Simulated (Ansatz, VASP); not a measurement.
SiGe3: VASP beside Ansatz

```
Si Ge
1.0
     3.82735    0.00000    0.00000
    -1.91367    3.31458    0.00000
     0.00000    0.00000    6.23398
Si Ge
1 3
Direct
  0.00000 0.00000 0.38685
  0.66667 0.33333 0.62244
  0.33333 0.66667 0.88714
  0.66667 0.33333 0.15066
```

Alike in both runs: functional PBE; k mesh 5 × 5 × 4; occupations gaussian, width 0.2 eV; no spin polarisation.

Ansatz relaxed the structure, and its values are those at the end. VASP's run is a single point on that final structure, the one shown.

|  | VASP | Ansatz |
| --- | --- | --- |
| version | VASP 6.6.1 | Ansatz 0.2.0 |
| potentials or method | VASP PAW PBE potentials, release 64 (Si, Ge_d), cutoff 500 eV | scalar-relativistic, plane waves, PAW |
| valence electrons in the cell | 46 | 46 |

Ansatz gave:

| Property | Result |
| --- | --- |
| gap on the k mesh at the Fermi level (eV) | none |
| pressure (GPa) | -0.1 |
| rms of the force components (eV/Å) | 0.009 |

Problem. Estimate VASP's values.

Solution. gap on the k mesh at the Fermi level (eV): none; pressure (GPa): 0.0; rms of the force components (eV/Å): 0.010.

A gap of «none» marks a metal or a gap that the smearing closes.

The k mesh is coarse, so the values compare programs but aren't converged.
